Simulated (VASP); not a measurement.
InAs, 2 atoms in the cell. It takes space group F-43m (No. 216, cubic). The conventional cell has a = 6.036 Å, b = 6.036 Å, c = 6.036 Å, α = 90.00°, β = 90.00°, γ = 90.00°. Within 3.4 Å of In (site symmetry -43m) lie 4 As at 2.61 Å. Within 3.4 Å of As (site symmetry -43m) lie 4 In at 2.61 Å. 

```yaml
Program: VASP 6.6.1
Task: single point
Functional: PBE
Potentials_or_basis: VASP PAW PBE potentials, release 64 (In_d, As)
Cutoff: 520 eV
k_mesh: 8 × 8 × 8
Occupations: fermi-dirac, width 0.05 eV
Spin: no spin polarisation
Dipole_correction: no
Further_INCAR_settings: ALGO = Normal; EDIFF = 1e-06; NBANDS = 16
```

Potentials or basis: VASP PAW PBE potentials, release 64 (In_d, As).

Command:

```bash
$ cat potpaw_PBE.64/In_d/POTCAR potpaw_PBE.64/As/POTCAR > POTCAR
$ mpirun -np 1 vasp_std > vasp.out
```

Hardware: 1 thread of AMD EPYC 7R43 64-Core Processor (Zen 3), with other jobs on the host.

Question: How long does it take, and how much memory?

Answer: It took 22 s on 1 thread of AMD EPYC 7R43 64-Core Processor (Zen 3) (shared host), peak memory 0.15 GiB. Counts: scf iterations 12, k points 29.
